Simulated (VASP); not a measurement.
Write the native input for VASP 6.6.1 that does the following.

```
Task                   : single point
Functional             : PBE
Potentials or basis    : VASP PAW PBE potentials, release 64 (Sn_d, Te)
Cutoff                 : 520 eV
k mesh                 : 10 × 10 × 10
Occupations            : gaussian, width 0.03 eV
Spin                   : no spin polarisation
Dipole correction      : no
Further INCAR settings : ALGO = Normal; EDIFF = 1e-06; NBANDS = 17
```

The structure of SnTe lies in POSCAR:

```
SnTe
1.0
    0.0000000000      3.1091525000      3.1565000000
    3.1091525000      0.0000000000      3.1565000000
    3.1091525000      3.1091525000      0.0000000000
Sn Te
1 1
Direct
    0.0000000000      0.0000000000      0.0000000000
    0.5000000000      0.5000000000      0.5000000000
```

This cell differs from its parent crystal: strain -0.015 along x and y, +0.000 along z.

The input as run:

INCAR

```
ALGO = Normal
EDIFF = 1E-6
ENCUT = 520
GGA = PE
ISIF = 2
ISMEAR = 0
LASPH = T
LCHARG = F
LREAL = F
LWAVE = F
NBANDS = 17
NELM = 100
PREC = Accurate
SIGMA = 0.03
```

KPOINTS

```
k-points
0
Gamma
  10 10 10
```

Potentials or basis: VASP PAW PBE potentials, release 64 (Sn_d, Te).

The run is started by

```console
$ cat potpaw_PBE.64/Sn_d/POTCAR potpaw_PBE.64/Te/POTCAR > POTCAR
$ mpirun -np 1 vasp_std > vasp.out
```

Results of the run:

```yaml
Pressure: 3.6 GPa
Band_gap_on_the_k_mesh: 0.19 eV, direct
```

Caveat: the cell differs from its parent crystal (strain -0.015 along x and y, +0.000 along z); spin-orbit coupling is left out, which moves the levels of the heavy elements.

It took 53 s on 1 thread of Intel(R) Xeon(R) 6975P-C (Granite Rapids), on a shared host, peak memory 0.27 GiB.
